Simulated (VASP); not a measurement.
A run of VASP 6.6.1 is set up as follows.

The input INCAR:

```
SYSTEM = H4C3S2
ALGO = Normal ; EDIFF = 1E-6
ENCUT = 520 ; GGA = PE
GGA_COMPAT = .FALSE. ; ISIF = 2
ISMEAR = -1 ; IVDW = 12
LASPH = .TRUE. ; LCHARG = .FALSE.
LREAL = .FALSE. ; LWAVE = .FALSE.
NBANDS = 61 ; NELM = 120
PREC = Accurate ; SIGMA = 0.02
```

Contents of KPOINTS:

```
k-points
0
G
  1 1 1
  0 0 0
```

POSCAR

```
H4C3S2
1.0
    8.1733020000      0.0000000000      0.0000000000
    0.0000000000      8.1733020000      0.0000000000
    0.0000000000      0.0000000000      8.1733020000
S C H
6 9 12
Direct
    0.1323700017      0.2332716936      0.0056892551
   -0.2335163928      0.2721666225     -0.0496983961
    0.2719341583      0.3127010356      0.4994921269
    0.5711400362      0.4418899485      0.7239179465
   -0.0117333239      0.9799099556      0.4215799196
    0.0664480525      0.6158588047      0.2785777401
   -0.0612849005      0.2128026103      0.0042088253
    0.4340718109      0.3621547326      0.5902755092
    0.0190987682      0.7912591508      0.3465673971
    0.5645576292      0.6212299509      0.3101806345
    0.5070655654      0.7523275171      0.2559185994
    0.9569816459      0.5734646780      0.8538654267
    0.9886946549      0.6677350231      0.7311977460
    0.4506991177      0.9373567745      0.7466504969
    0.3638920965      0.9465207575      0.6071964550
    0.6495538768      0.6270782604      0.4148139883
    0.5565437323      0.5226773708      0.2048865930
    0.5037865969      0.8342650253      0.3687493745
    0.4257275701      0.7823888069      0.1616115494
    0.9377360582      0.6398760256      0.9748569183
    0.9695958867      0.4494022122      0.8681069169
    0.9809988668      0.7988937641      0.7631309843
    1.0196368616      0.6653736764      0.6049819277
    0.5518944485      1.0188905292      0.7630942794
    0.4122079424      0.8301907846      0.8329314150
    0.4041206357      1.0335235380      0.5268861961
    0.2515629546      0.8884781206      0.5727917554
```

Potentials or basis: VASP PAW PBE potentials, release 64 (S, C, H).

Command:

```sh
$ cat potpaw_PBE.64/S/POTCAR potpaw_PBE.64/C/POTCAR potpaw_PBE.64/H/POTCAR > POTCAR
$ mpirun -np 1 vasp_gam > vasp.out
```

(1) Estimate the largest force.

(2) What does it give for the pressure?

## Answers

(1) 7.057 eV/Å.

(2) 0.0 GPa.

Caveat: the k points lie up to 0.77 Å⁻¹ apart; the atoms stand as in a frame of molecular dynamics.
